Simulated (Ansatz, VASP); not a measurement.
SnSe2 in VASP and in Ansatz

File POSCAR:

```
SnSe2
1.0
    3.8251493298      0.0000000000      0.0000000000
   -1.9125746649      3.3126764929      0.0000000000
    0.0000000000      0.0000000000      6.3516206456
Sn Se
1 2
Direct
    0.0000000000      0.0000000000      0.0000000000
    0.3333333333      0.6666666667      0.2485898308
    0.6666666667      0.3333333333      0.7514101692
```

Contents of INCAR.step1:

```
PREC     = Accurate       # precision mode
ENCUT    = 520            # plane-wave cutoff, eV
ISMEAR   = 0              # smearing method
SIGMA    = 0.01           # smearing width, eV
LREAL    = False          # projectors in reciprocal space
LASPH    = True           # aspherical terms in the spheres
NELM     = 80             # most SCF steps
NBANDS   = 20             # bands
GGA      = PE             # functional
ALGO     = Normal         # electronic algorithm
EDIFF    = 1E-4           # SCF threshold, eV
LWAVE    = True           # write WAVECAR
LCHARG   = False          # write CHGCAR
```

INCAR.step2

```
PREC     = Accurate       # precision mode
ENCUT    = 520            # plane-wave cutoff, eV
EDIFF    = 1E-7           # SCF threshold, eV
ISMEAR   = 0              # smearing method
SIGMA    = 0.01           # smearing width, eV
LREAL    = False          # projectors in reciprocal space
LASPH    = True           # aspherical terms in the spheres
NELM     = 80             # most SCF steps
ALGO     = Normal         # electronic algorithm
ISIF     = 2              # what is computed and relaxed
LWAVE    = False          # write WAVECAR
LCHARG   = False          # write CHGCAR
METAGGA  = R2SCAN         # meta-GGA
LMIXTAU  = True         
NBANDS   = 20             # bands
ISTART   = 1
```

Contents of KPOINTS:

```
Automatic mesh
0
Gamma
  12 12 4
```

Input for Ansatz:

```yaml
crystal:
  lattice:
    - [3.8251493298, 0.0, 0.0]
    - [-1.9125746649, 3.3126764929, 0.0]
    - [0.0, 0.0, 6.3516206456]
  atoms:
    - { symbol: Sn, position: [0.0, 0.0, 0.0] }
    - { symbol: Se, position: [0.3333333333, 0.6666666667, 0.2485898308] }
    - { symbol: Se, position: [0.6666666667, 0.3333333333, 0.7514101692] }
kpoints:
  mp_grid: { grid: [12, 12, 4] }
  band_path:
    path:
      - [0.0, 0.0, 0.0]
      - [0.5, 0.0, 0.0]
      - [0.3333333333, 0.3333333333, 0.0]
      - [0.0, 0.0, 0.5]
      - [0.5, 0.0, 0.5]
      - [0.3333333333, 0.3333333333, 0.5]
      - [0.0, 0.148437, -0.140625]
      - [0.0, 0.466146, 0.351562]
    npoints: 1
hamiltonian:
  xc: r2scan
scf:
  occupations: { method: fixed }
  n_extra_bands: 4
output:
  forces: true
  stress: true
  eigenvalues: true
  write_density: true
  write_potential: true
  elf: true
  volumetric_format: npy
```

Change from the starting cell: uniaxial_z strain +2.0%.

Alike in both runs: task single point; functional r2SCAN; k mesh 12 × 12 × 4; no spin polarisation.

|  | VASP | Ansatz |
| --- | --- | --- |
| version | VASP 6.6.1 | Ansatz 0.2.0 |
| potentials or method | VASP PAW PBE potentials, release 64 (Sn_d, Se) | plane waves, PAW |
| plane-wave cutoff (eV) | 520 | 500 |
| occupations | gaussian, width 0.01 eV | fixed |
| valence electrons in the cell | 26 | 46 |

VASP gave:

```
gap on the k mesh at the Fermi level (eV)                     : 1.04
pressure (GPa)                                                : 0.6
traceless stress, the component that is largest in VASP (GPa) : -0.21
rms of the force components (eV/Å)                            : 0.009
```

Question: Estimate Ansatz's values.

Answer: gap on the k mesh at the Fermi level (eV): 1.03; pressure (GPa): 0.6; traceless stress, the component that is largest in VASP (GPa): -0.21; rms of the force components (eV/Å): 0.015.

VASP's potentials were made for PBE, not for r2SCAN. Atom by atom the forces differ by 0.006 eV/Å (rms over components). VASP's potentials hold 26 valence electrons a cell and Ansatz's 46, so a difference there can come from the potentials and not from the codes.
